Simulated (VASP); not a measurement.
Write the native input for VASP 6.6.1 that does the following.

```yaml
Task: single point
Functional: PBE
Potentials_or_basis: VASP PAW PBE potentials, release 64 (P, Bi_d, F, Ca_sv)
Cutoff: 520 eV
k_mesh: 3 × 3 × 2
Occupations: gaussian, width 0.1 eV
Spin: no spin polarisation
Dipole_correction: no
Further_INCAR_settings: ALGO = Normal; EDIFF = 1e-07; NBANDS = 47
```

The structure of CaBiPF lies in POSCAR:

```
CaBiPF
1.0
    5.9479960000      0.4438160000      0.4578900000
   -0.3583980000      5.5131990000      0.4400400000
   -0.5017040000     -0.3453460000      6.9798070000
P Bi F Ca
2 2 2 2
Direct
    0.0341503293      0.7650384348      0.9185790371
    0.5185007424      0.1163930508      0.3037793304
    0.2356359734      0.2630311798      0.9598467986
    0.5420761015      0.7563379874      0.9816036182
    0.6445914648      0.5204291255      0.3144537352
    0.3049027174      0.1102912394      0.5958871839
    0.7383561783      0.2875065900      0.6861591860
    0.1930184601      0.6443514960      0.4465715664
```

One way to write it, as run:

INCAR

```
SYSTEM = CaBiPF
PREC = Accurate ; ENCUT = 520
EDIFF = 1E-7 ; ISMEAR = 0
SIGMA = 0.1 ; LREAL = .False.
LASPH = .True. ; NELM = 100
ALGO = Normal ; ISIF = 2
LWAVE = .False. ; LCHARG = .False.
GGA = PE ; NBANDS = 47
```

KPOINTS

```
regular mesh
0
Gamma
  3 3 2
  0 0 0
```

Potentials or basis: VASP PAW PBE potentials, release 64 (P, Bi_d, F, Ca_sv).

Command:

```console
$ cat potpaw_PBE.64/P/POTCAR potpaw_PBE.64/Bi_d/POTCAR potpaw_PBE.64/F/POTCAR potpaw_PBE.64/Ca_sv/POTCAR > POTCAR
$ mpirun -np 1 vasp_std > vasp.out
```

Results of the run:

* Pressure: -5.2 GPa
* Largest force: 1.669 eV/Å
* Band gap on the k mesh: zero (bands 37 and 38 overlap by 0.16 eV)

Caveat: the k points lie up to 0.45 Å⁻¹ apart; spin-orbit coupling is left out, which moves the levels of the heavy elements.

Wall time 2.3 min on 1 thread of Intel(R) Xeon(R) Platinum 8488C (Sapphire Rapids) (shared host), peak memory 0.38 GiB.
